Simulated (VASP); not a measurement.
Input of a VASP 6.6.1 run:

Contents of INCAR:

```
SYSTEM = CuAs
PREC = Accurate ; ENCUT = 520
EDIFF = 1E-6 ; ISMEAR = 0
SIGMA = 0.15 ; LREAL = .FALSE.
LASPH = .TRUE. ; NELM = 100
ALGO = Normal ; ISIF = 2
LWAVE = .FALSE. ; LCHARG = .TRUE.
LELF = .TRUE. ; LVHAR = .TRUE.
NBANDS = 24
```

KPOINTS

```
Automatic mesh
0
G
  12 12 8
  0 0 0
```

The input POSCAR:

```
CuAs
1.0
    3.6033000000      0.0000000000      0.0000000000
   -1.8016500000      3.1205493375      0.0000000000
    0.0000000000      0.0000000000      4.5989000000
Cu As
2 2
Direct
    0.0000000000      0.0000000000      0.5000000000
    0.0000000000      0.0000000000      0.0000000000
    0.6666666667      0.3333333333      0.7500000000
    0.3333333333      0.6666666667      0.2500000000
```

Potentials or basis: VASP PAW LDA potentials, release 64 (Cu, As).

Command:

```console
$ cat potpaw_LDA.64/Cu/POTCAR potpaw_LDA.64/As/POTCAR > POTCAR
$ mpirun -np 1 vasp_std > vasp.out
```

**Question.** Predict the band gap on the k mesh.

**Answer.** Zero (band 16 reaches 10.83 eV, above the bottom of band 17 at 8.45 eV).

**Question.** Estimate the pressure.

**Answer.** 28.4 GPa.

Stress tensor (GPa, compression positive):
```
27.74  0.00  0.00
 0.00 27.74  0.00
 0.00  0.00 29.85
```
